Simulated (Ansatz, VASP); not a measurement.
**Two plane-wave programs on Li**

```
Li
1.0
     0.00000    2.19464    2.19464
     2.19464    0.00000    2.19464
     2.19464    2.19464    0.00000
Li
1
Direct
  0.00000 0.00000 0.00000
```

Change from the starting cell: volume scaled by 0.99, PAW files.

Alike in both runs: task electric field gradients; functional PBEsol; k mesh 13 × 13 × 13; occupations fermi-dirac, width 0.08 eV; no spin polarisation.

|  | VASP | Ansatz |
| --- | --- | --- |
| version | VASP 6.6.1 | Ansatz 0.2.0 |
| potentials or method | VASP PAW PBE potentials, release 64 (Li_sv) | PAW with Ansatz's default frozen-core files, scalar-relativistic |
| plane-wave cutoff (eV) | 650 | 420 |
| valence electrons in the cell | 3 | 3 |

```csv
,VASP,Ansatz,Ansatz less VASP
pressure (GPa),-0.7,-0.6,+0.18
```

VASP's potentials were made for PBE, not for PBEsol.
